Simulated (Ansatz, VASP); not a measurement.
## In2O3: VASP beside Ansatz

```xyz
10
Lattice="2.7876 1.6094 4.9190 -2.7876 1.6094 4.9190 0.0000 -3.2189 4.9190" Properties=species:S:1:pos:R:3 pbc="T T T"
In    0.0000    0.0000    9.4858
In    0.0000    0.0000   12.6498
In    0.0000    0.0000    5.2713
In    0.0000    0.0000    2.1073
O    -1.9609   -0.1775    6.1488
O     0.8267    1.7869    6.1488
O     1.1342   -1.6094    6.1488
O     1.9609    0.1775    8.6083
O    -1.1342    1.6094    8.6083
O    -0.8267   -1.7869    8.6083
```

Alike in both runs: functional PBE; k mesh 6 × 6 × 6; occupations gaussian, width 0.02 eV; no spin polarisation.

Ansatz relaxed the structure, and its values are those at the end. VASP's run is a single point on that final structure, the one shown.

```csv
,VASP,Ansatz
version,VASP 6.6.1,Ansatz 0.2.0
potentials or method,"VASP PAW PBE potentials, release 64 (In_d, O), cutoff 520 eV","scalar-relativistic, plane waves, PAW"
valence electrons in the cell,88,88
```

|  | VASP | Ansatz | Ansatz less VASP |
| --- | --- | --- | --- |
| gap on the k mesh at the Fermi level (eV) | 0.96 | 0.97 | +0.007 |
| least direct gap on the mesh (eV) | 1.04 | 1.04 | +0.007 |
| pressure (GPa) | 0.4 | 0.0 | -0.40 |
| rms of the force components (eV/Å) | 0.007 | 0.001 | -0.0064 |
